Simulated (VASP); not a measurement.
# MnF2 (P4_2/mnm) in VASP: further runs

The runs below take MnF2 through single point, with PBE+U.

Everything below comes from runs of VASP 6.6.1. Logs are shortened: lines on timing, memory, paths and dates and some standing lists are left out, and cuts for length are marked.

### 1 The cell of the first run

The structure is tetragonal, space group P4_2/mnm (No. 136). The conventional cell has a = 4.851 Å, b = 4.851 Å, c = 3.304 Å, α = 90.00°, β = 90.00°, γ = 90.00°. F (site symmetry m2m) has 3 Mn at 2.09 to 2.13 Å and 1 F at 2.68 Å within 2.8 Å. Within 2.8 Å of Mn (site symmetry mmm) lie 6 F at 2.09 to 2.13 Å.

### 2 Single point, PBE+U, collinear spin, ferromagnetic start

The input, INCAR:

```
PREC = Accurate
ENCUT = 700
EDIFF = 1E-6
ISMEAR = 0
SIGMA = 0.02
LREAL = F
LASPH = T
NELM = 200
ALGO = Normal
ISIF = 2
LWAVE = F
LCHARG = T
ISPIN = 2
MAGMOM = 0 0 0 0 1 1
LORBIT = 11
NUPDOWN = 2.0
LMAXMIX = 4
LDAU = T
LDAUTYPE = 2
LDAUL = -1 2
LDAUU = 0 3.9
LDAUJ = 0 0
LDAUPRINT = 1
GGA = PE
LELF = T
LVHAR = T
NBANDS = 42
GGA_COMPAT = F
```

The input, KPOINTS:

```
Automatic mesh
0
Gamma
  5 5 6
```

The input, POSCAR:

```
MnF2
1.0
    4.8509000000      0.0000000000      0.0000000000
    0.0000000000      4.8509000000      0.0000000000
    0.0000000000      0.0000000000      3.3043000000
F Mn
4 2
Direct
    0.3046000000      0.3046000000      0.0000000000
    0.1954000000      0.8046000000      0.5000000000
    0.6954000000      0.6954000000      0.0000000000
    0.8046000000      0.1954000000      0.5000000000
    0.0000000000      0.0000000000      0.0000000000
    0.5000000000      0.5000000000      0.5000000000
```

Potentials or basis: VASP PAW PBE potentials, release 64 (F, Mn_sv).

Run with:

```sh
$ cat potpaw_PBE.64/F/POTCAR potpaw_PBE.64/Mn_sv/POTCAR > POTCAR
$ mpirun -np 1 vasp_std > vasp.out
```

OUTCAR:

```text
PREC = Accurate
   ENCUT = 700
   EDIFF = 1E-6
   ISMEAR = 0
   LREAL = F
   LASPH = T
   NELM = 200
   ISIF = 2
   ISPIN = 2
   LORBIT = 11
   NUPDOWN = 2.0
   GGA = PE

 ion  position               nearest neighbor table
   1  0.305  0.305  0.000-   5 2.09   6 2.13   6 2.13
   2  0.195  0.805  0.500-   6 2.09   5 2.13   5 2.13
   3  0.695  0.695  0.000-   5 2.09   6 2.13   6 2.13
   4  0.805  0.195  0.500-   6 2.09   5 2.13   5 2.13
   5  0.000  0.000  0.000-   1 2.09   3 2.09   2 2.13   4 2.13   2 2.13   4 2.13
   6  0.500  0.500  0.500-   2 2.09   4 2.09   3 2.13   1 2.13   1 2.13   3 2.13

  LATTYP: Found a simple tetragonal cell.
 ALAT       =     4.8509000000
 C/A-ratio  =     0.6811725659

  Lattice vectors:

 A1 = (   4.8509000000,   0.0000000000,   0.0000000000)
 A2 = (   0.0000000000,   4.8509000000,   0.0000000000)
 A3 = (   0.0000000000,   0.0000000000,   3.3043000000)

Analysis of symmetry for initial positions (statically):
=====================================================================
 Subroutine PRICEL returns:
 Original cell was already a primitive cell.

 Routine SETGRP: Setting up the symmetry group for a
 simple tetragonal supercell.

 Subroutine GETGRP returns: Found 16 space group operations
 (whereof  8 operations were pure point group operations)
 out of a pool of 16 trial point group operations.

The static configuration has the point symmetry D_2h.
 The point group associated with its full space group is D_4h.

Analysis of symmetry for dynamics (positions and initial velocities):
=====================================================================
 Subroutine PRICEL returns:
 Original cell was already a primitive cell.

 Routine SETGRP: Setting up the symmetry group for a
 simple tetragonal supercell.

 Subroutine GETGRP returns: Found 16 space group operations
 (whereof  8 operations were pure point group operations)
 out of a pool of 16 trial point group operations.

The dynamic configuration has the point symmetry D_2h.
 The point group associated with its full space group is D_4h.

Analysis of structural, dynamic, and magnetic symmetry:
=====================================================================
 Subroutine PRICEL returns:
 Original cell was already a primitive cell.

 Routine SETGRP: Setting up the symmetry group for a
 simple tetragonal supercell.

 Subroutine GETGRP returns: Found 16 space group operations
 (whereof  8 operations were pure point group operations)
 out of a pool of 16 trial point group operations.

The overall configuration has the point symmetry D_2h.
 The point group associated with its full space group is D_4h.

 Subroutine INISYM returns: Found 16 space group operations
 (whereof  8 operations are pure point group operations),
 and found     1 'primitive' translations

----------------------------------------------------------------------------------------

                                     Primitive cell

  volume of cell :      77.7542

  direct lattice vectors                    reciprocal lattice vectors
     4.850900000  0.000000000  0.000000000     0.206147313  0.000000000  0.000000000
     0.000000000  4.850900000  0.000000000     0.000000000  0.206147313  0.000000000
     0.000000000  0.000000000  3.304300000     0.000000000  0.000000000  0.302635959

  length of vectors
     4.850900000  4.850900000  3.304300000     0.206147313  0.206147313  0.302635959

  position of ions in fractional coordinates (direct lattice)
[... 155 lines left out ...]
  o =  0.0683  v = -0.6750  0.0000  0.7378  0.0000  0.0000  0.0000  0.0000  0.0000  0.0000  0.0000      0.0000  0.0000  0.0000  0.0000  0.0000  0.0000  0.0000  0.0000  0.0000  0.0000
  o =  0.8999  v =  0.0000  0.0000  0.0000  0.0000  0.0000 -0.5972  0.0000 -0.8021  0.0000 -0.0000      0.0000  0.0000  0.0000  0.0000  0.0000  0.0000  0.0000  0.0000  0.0000  0.0000
  o =  0.9038  v = -0.7378  0.0000 -0.6750  0.0000 -0.0000  0.0000  0.0000  0.0000  0.0000  0.0000      0.0000  0.0000  0.0000  0.0000  0.0000  0.0000  0.0000  0.0000  0.0000  0.0000
  o =  0.9041  v =  0.0000  0.0000  0.0000  0.0000  0.0000  0.0000 -0.7071  0.0000 -0.7071 -0.0000      0.0000  0.0000  0.0000  0.0000  0.0000  0.0000  0.0000  0.0000  0.0000  0.0000
  o =  0.9095  v =  0.0000  0.7071  0.0000  0.7071 -0.0000  0.0000  0.0000  0.0000  0.0000  0.0000      0.0000  0.0000  0.0000  0.0000  0.0000  0.0000  0.0000  0.0000  0.0000  0.0000
  o =  0.9179  v =  0.0000  0.0000 -0.0000  0.0000  1.0000  0.0000  0.0000  0.0000  0.0000  0.0000      0.0000  0.0000  0.0000  0.0000  0.0000  0.0000  0.0000  0.0000  0.0000  0.0000

atom =   6  type =  2  l = 2

 onsite density matrix

spin component  1

  0.5232  0.0000 -0.4161  0.0000  0.0000
  0.0000  0.4857  0.0000 -0.4238  0.0000
 -0.4161  0.0000  0.4490  0.0000  0.0000
  0.0000 -0.4238  0.0000  0.4857  0.0000
  0.0000  0.0000  0.0000  0.0000  0.9179

spin component  2

  0.3621  0.0000 -0.4004  0.0000  0.0000
  0.0000  0.4793  0.0000 -0.4248  0.0000
 -0.4004  0.0000  0.6017  0.0000  0.0000
  0.0000 -0.4248  0.0000  0.4793  0.0000
  0.0000  0.0000  0.0000  0.0000  0.0133

 occupancies and eigenvectors

  o =  0.0133  v =  0.0000  0.0000  0.0000  0.0000  0.0000  0.0000 -0.0000  0.0000 -0.0000 -1.0000      0.0000  0.0000  0.0000  0.0000  0.0000  0.0000  0.0000  0.0000  0.0000  0.0000
  o =  0.0545  v =  0.0000  0.0000  0.0000  0.0000  0.0000  0.0000  0.7071  0.0000  0.7071 -0.0000      0.0000  0.0000  0.0000  0.0000  0.0000  0.0000  0.0000  0.0000  0.0000  0.0000
  o =  0.0619  v =  0.0000  0.7071  0.0000  0.7071  0.0000  0.0000  0.0000  0.0000  0.0000  0.0000      0.0000  0.0000  0.0000  0.0000  0.0000  0.0000  0.0000  0.0000  0.0000  0.0000
  o =  0.0640  v =  0.0000  0.0000  0.0000  0.0000  0.0000  0.8021 -0.0000  0.5972 -0.0000  0.0000      0.0000  0.0000  0.0000  0.0000  0.0000  0.0000  0.0000  0.0000  0.0000  0.0000
  o =  0.0683  v = -0.6750  0.0000 -0.7378  0.0000  0.0000  0.0000  0.0000  0.0000  0.0000  0.0000      0.0000  0.0000  0.0000  0.0000  0.0000  0.0000  0.0000  0.0000  0.0000  0.0000
  o =  0.8999  v =  0.0000  0.0000  0.0000  0.0000  0.0000 -0.5972  0.0000  0.8021 -0.0000  0.0000      0.0000  0.0000  0.0000  0.0000  0.0000  0.0000  0.0000  0.0000  0.0000  0.0000
  o =  0.9038  v = -0.7378  0.0000  0.6750  0.0000 -0.0000  0.0000  0.0000  0.0000  0.0000  0.0000      0.0000  0.0000  0.0000  0.0000  0.0000  0.0000  0.0000  0.0000  0.0000  0.0000
  o =  0.9041  v =  0.0000  0.0000  0.0000  0.0000  0.0000 -0.0000 -0.7071  0.0000  0.7071  0.0000      0.0000  0.0000  0.0000  0.0000  0.0000  0.0000  0.0000  0.0000  0.0000  0.0000
  o =  0.9095  v =  0.0000  0.7071  0.0000 -0.7071  0.0000  0.0000  0.0000  0.0000  0.0000  0.0000      0.0000  0.0000  0.0000  0.0000  0.0000  0.0000  0.0000  0.0000  0.0000  0.0000
  o =  0.9179  v =  0.0000  0.0000 -0.0000  0.0000 -1.0000  0.0000  0.0000  0.0000  0.0000  0.0000      0.0000  0.0000  0.0000  0.0000  0.0000  0.0000  0.0000  0.0000  0.0000  0.0000

 number of electron      57.9999983 magnetization       1.9999990

 Free energy of the ion-electron system (eV)
  ---------------------------------------------------
  ext. energy  EPLUGINS =         0.00000000
  ---------------------------------------------------
  free energy    TOTEN  =       -31.19343617 eV

  energy without entropy =      -31.19343617  energy(sigma->0) =      -31.19343617

 E-fermi :   3.3199     XC(G=0):  -9.8858

 val. band max:        3.2244342022   @ k =   0.0000   0.0000   0.5000
 cond. band min:       5.5926459905   @ k =   0.0000   0.0000   0.0000
 fundamental gap:      2.3682117883
 Fermi energy:         2.9757119900

 spin component 1

 k-point     1 :       0.0000    0.0000    0.0000
  band No.  band energies     occupation
      1     -75.3723      1.00000
      2     -75.3718      1.00000
      3     -44.5839      1.00000
      4     -44.5839      1.00000
      5     -44.3356      1.00000
      6     -44.3356      1.00000
[... 1045 lines left out ...]
     40      13.3906      0.00000
     41      14.2024      0.00000
 Fermi energy:         3.3199270827

 spin component 2

 k-point     1 :       0.0000    0.0000    0.0000
  band No.  band energies     occupation
      1     -74.3208      1.00000
      2     -74.3202      1.00000
      3     -43.4111      1.00000
      4     -43.4087      1.00000
      5     -43.0553      1.00000
      6     -43.0553      1.00000
[... 1045 lines left out ...]
     40      13.5831      0.00000
     41      14.2972      0.00000
 [bands above 41 left out]

------------------------ aborting loop because EDIFF is reached ----------------------------------------

  FORCE on cell =-STRESS in cart. coord.  units (eV):
  Direction    XX          YY          ZZ          XY          YZ          ZX
  --------------------------------------------------------------------------------------
  -------------------------------------------------------------------------------------
  Total       -4.7634861     -4.7634861     -6.0406515      0.0000000      0.0000000      0.0000000
  in kB      -98.1547613    -98.1547613   -124.4715936      0.0000000      0.0000000      0.0000000
  external PRESSURE =    -106.9270388 kB  Pullay stress =       0.0000000 kB

 VOLUME and BASIS-vectors are now :
 -----------------------------------------------------------------------------
  energy-cutoff  :      700.00
  volume of cell :       77.75
      direct lattice vectors                 reciprocal lattice vectors
     4.850900000  0.000000000  0.000000000     0.206147313  0.000000000  0.000000000
     0.000000000  4.850900000  0.000000000     0.000000000  0.206147313  0.000000000
     0.000000000  0.000000000  3.304300000     0.000000000  0.000000000  0.302635959

 POSITION                                       TOTAL-FORCE (eV/Angst)
 -----------------------------------------------------------------------------------
      1.47758      1.47758      0.00000         0.085568      0.085568     -0.000000
      0.94787      3.90303      1.65215        -0.085568      0.085568     -0.000000
      3.37332      3.37332      0.00000        -0.085568     -0.085568      0.000000
      3.90303      0.94787      1.65215         0.085568     -0.085568      0.000000
      0.00000      0.00000      0.00000         0.000000      0.000000      0.000000
      2.42545      2.42545      1.65215         0.000000      0.000000      0.000000
 -----------------------------------------------------------------------------------
    total drift:                                0.000000      0.000000      0.000000

  FREE ENERGIE OF THE ION-ELECTRON SYSTEM (eV)
  ---------------------------------------------------
  free  energy   TOTEN  =       -31.1934361677 eV

  energy  without entropy=      -31.1934361677  energy(sigma->0) =      -31.19343617

 total charge

# of ion       s       p       d       tot
------------------------------------------
    1        1.723   4.362   0.000   6.085
    2        1.723   4.362   0.000   6.085
    3        1.723   4.362   0.000   6.085
    4        1.723   4.362   0.000   6.085
    5        2.086   5.999   4.772  12.857
    6        2.086   5.999   4.772  12.857
--------------------------------------------------
tot         11.066  29.445   9.543  50.055

 magnetization (x)

# of ion       s       p       d       tot
------------------------------------------
    1       -0.000   0.002   0.000   0.002
    2       -0.000   0.002   0.000   0.002
    3       -0.000   0.002   0.000   0.002
    4       -0.000   0.002   0.000   0.002
    5        0.003   0.002   0.922   0.927
    6        0.003   0.002   0.922   0.927
--------------------------------------------------
tot          0.006   0.012   1.845   1.862
```

Run time: 9.6 min. Hardware: 1 thread of Intel Xeon Platinum 8259CL at 2.50GHz (Skylake/Cascade Lake), shared host; peak memory 0.36 GiB.

What came out:

* Free energy: -31.1934 eV
* Pressure: -10.7 GPa
* Largest force: 0.121 eV/Å
* Net moment: 2.00 μB per cell
* Site moments: F +0.00; Mn +0.93 μB
* Valence electrons inside the program's atomic spheres: F 6.08; Mn 12.86

Forces in eV/Å, atoms in the order of the input:
```
F    0.086  0.086  0.000
F   -0.086  0.086  0.000
F   -0.086 -0.086  0.000
F    0.086 -0.086  0.000
Mn   0.000  0.000  0.000
Mn   0.000  0.000  0.000
```

Eigenvalues of the final occupation matrices:
```csv
site,spin,trace,eigenvalues
site 5 d,1,2.86,0.06 0.07 0.90 0.91 0.92
site 5 d,2,1.94,0.01 0.05 0.06 0.90 0.90
site 6 d,1,2.86,0.06 0.07 0.90 0.91 0.92
site 6 d,2,1.94,0.01 0.05 0.06 0.90 0.90
```

Caveat: the cell stands under tension; the total moment is fixed, so each spin has its own Fermi level and the state may be an excited one; the run started ferromagnetic, and an antiferromagnetic order may lie lower in energy. The state reached can hang on the start; a lower one may exist.

### 3 Single point, PBE+U, collinear spin, ferromagnetic start

The input, INCAR:

```
  PREC = Accurate
  ENCUT = 700
  EDIFF = 1E-6
  ISMEAR = 0
  SIGMA = 0.02
  LREAL = F
  LASPH = T
  NELM = 200
  ALGO = Normal
  ISIF = 2
  LWAVE = F
  LCHARG = F
  ISPIN = 2
  MAGMOM = 0 0 0 0 3 3
  LORBIT = 11
  NUPDOWN = 6.0
  LMAXMIX = 4
  LDAU = T
  LDAUTYPE = 2
  LDAUL = -1 2
  LDAUU = 0 3.9
  LDAUJ = 0 0
  LDAUPRINT = 1
  GGA = PE
  NBANDS = 42
  GGA_COMPAT = F
```

The input, KPOINTS:

```
regular mesh
0
Gamma
  5 5 6
```

POSCAR is that of step 2.

Potentials or basis: VASP PAW PBE potentials, release 64 (F, Mn_sv).

Run with:

```sh
$ cat potpaw_PBE.64/F/POTCAR potpaw_PBE.64/Mn_sv/POTCAR > POTCAR
$ mpirun -np 1 vasp_std > vasp.out
```

Wall time 12 min (1 thread of AMD EPYC 7R43 (Zen 3), shared host); peak memory 0.33 GiB.

Results (log left out):

```
Free energy                                           : -33.8080 eV
Pressure                                              : 1.9 GPa
Largest force                                         : 0.381 eV/Å
Net moment                                            : 6.00 μB per cell
Site moments                                          : F +0.03; Mn +2.76 μB
Valence electrons inside the program's atomic spheres : F 6.11; Mn 12.86
```

Forces in eV/Å, atoms in the order of the input:
```
F   -0.269 -0.269  0.000
F    0.269 -0.269  0.000
F    0.269  0.269  0.000
F   -0.269  0.269  0.000
Mn   0.000  0.000  0.000
Mn   0.000  0.000  0.000
```

Stress tensor (GPa, compression positive):
```
0.42 0.00 0.00
0.00 0.42 0.00
0.00 0.00 4.75
```

Eigenvalues of the final occupation matrices:
| site | spin | trace | eigenvalues |
| --- | --- | --- | --- |
| site 5 d | 1 | 3.77 | 0.06 0.92 0.92 0.92 0.95 |
| site 5 d | 2 | 1.02 | 0.01 0.01 0.03 0.04 0.92 |
| site 6 d | 1 | 3.77 | 0.06 0.92 0.92 0.92 0.95 |
| site 6 d | 2 | 1.02 | 0.01 0.01 0.03 0.04 0.92 |

Caveat: the total moment is fixed, so each spin has its own Fermi level and the state may be an excited one; the run started ferromagnetic, and an antiferromagnetic order may lie lower in energy. The state reached can hang on the start; a lower one may exist.
